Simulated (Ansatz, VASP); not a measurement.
MnO: VASP beside Ansatz

```xyz
2
Lattice="0.0000 2.2772 2.2772 2.2772 0.0000 2.2772 2.2772 2.2772 0.0000" Properties=species:S:1:pos:R:3 pbc="T T T"
Mn    0.0000    0.0000    0.0000
O     2.2772    2.2772    2.2772
```

Alike in both runs: task single point; functional LDA; k mesh 10 × 10 × 10; occupations fermi-dirac, width 0.3 eV; collinear spin.

```csv
,VASP,Ansatz
version,VASP 6.6.1,Ansatz 0.2.0
potentials or method,"VASP PAW LDA potentials, release 64 (Mn_pv, O), cutoff 520 eV","plane waves, PAW"
valence electrons in the cell,19,21
```

```tsv
	VASP	Ansatz	Ansatz less VASP
net moment per atom (μB)	2.25	2.29	+0.036
size of the moment on the site where the two differ most (μB)	4.10	3.93	-0.168
```

LDA's correlation is that of Perdew and Zunger in VASP and of Perdew and Wang (1992) in Ansatz. Site moments also hang on the region over which each program counts them. VASP's potentials hold 19 valence electrons a cell and Ansatz's 21, so a difference there can come from the potentials and not from the codes. Ansatz's warnings: moment headroom below auto, stability check not made.
